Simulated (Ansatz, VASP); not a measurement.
# K2SiB2: VASP beside Ansatz

File INCAR:

```
PREC = Accurate
ENCUT = 600
EDIFF = 1E-7
ISMEAR = 0
SIGMA = 0.1
LREAL = False
LASPH = True
NELM = 80
ALGO = Normal
ISIF = 3
LWAVE = False
LCHARG = False
GGA = PE
IBRION = 2
NSW = 90
EDIFFG = -0.04
```

The input KPOINTS:

```
Automatic mesh
0
Gamma
  4 4 4
```

Contents of POSCAR:

```
K2SiB2
1.0
   -2.5216799400      3.2923475400      3.7781365400
    2.5216799400     -3.2923475400      3.7781365400
    2.5216799400      3.2923475400     -3.7781365400
K Si B
2 1 2
Direct
    0.2654493600      0.2654493600      0.0000000000
    0.7345506400      0.7345506400      0.0000000000
    0.5000000000      0.0000000000      0.5000000000
    0.1562541600      0.0000000000      0.1562541600
    0.8437458400      0.0000000000      0.8437458400
```

Input for Ansatz:

```yaml
crystal:
  lattice:
    - [-2.52167994, 3.29234754, 3.77813654]
    - [2.52167994, -3.29234754, 3.77813654]
    - [2.52167994, 3.29234754, -3.77813654]
  atoms:
    - { symbol: K, position: [0.26544936, 0.26544936, 0.0] }
    - { symbol: K, position: [0.73455064, 0.73455064, 0.0] }
    - { symbol: Si, position: [0.5, 0.0, 0.5] }
    - { symbol: B, position: [0.15625416, 0.0, 0.15625416] }
    - { symbol: B, position: [0.84374584, 0.0, 0.84374584] }
basis:
  ecutwfc: 420
kpoints:
  mp_grid: { grid: [4, 4, 4] }
hamiltonian:
  xc: pbe
scf:
  occupations: { method: gaussian, width: 0.1 }
  lower_state_search: "off"
output:
  forces: true
  stress: true
  eigenvalues: true
relax:
  adjacent_minimum: "off"
  f_tol: 0.04
  max_steps: 70
  cell: { stress_tol: 0.4 }
```

Alike in both runs: task relaxation of cell and atoms; functional PBE; k mesh 4 × 4 × 4; occupations gaussian, width 0.1 eV; no spin polarisation.

```csv
,VASP,Ansatz
version,VASP 6.6.1,Ansatz 0.2.0
potentials or method,"VASP PAW PBE potentials, release 64 (K_sv, Si, B), cutoff 600 eV","scalar-relativistic, plane waves, PAW"
valence electrons in the cell,28,28
```

VASP gave:

* gap on the k mesh at the Fermi level, each at its own relaxed structure (eV): none
* relaxed volume (Å³/atom): 29.17
* relaxed cell length with the largest relative difference (Å): 6.223

**Question.** Which values does Ansatz return?

**Answer.** gap on the k mesh at the Fermi level, each at its own relaxed structure (eV): none; relaxed volume (Å³/atom): 29.03; relaxed cell length with the largest relative difference (Å): 6.201.

A gap of «none» marks a metal or a gap that the smearing closes.

The k mesh is coarse, so the values compare programs but aren't converged. Noted on VASP's run: the volume moved by over 15 % at a fixed basis, so the end points are rough.
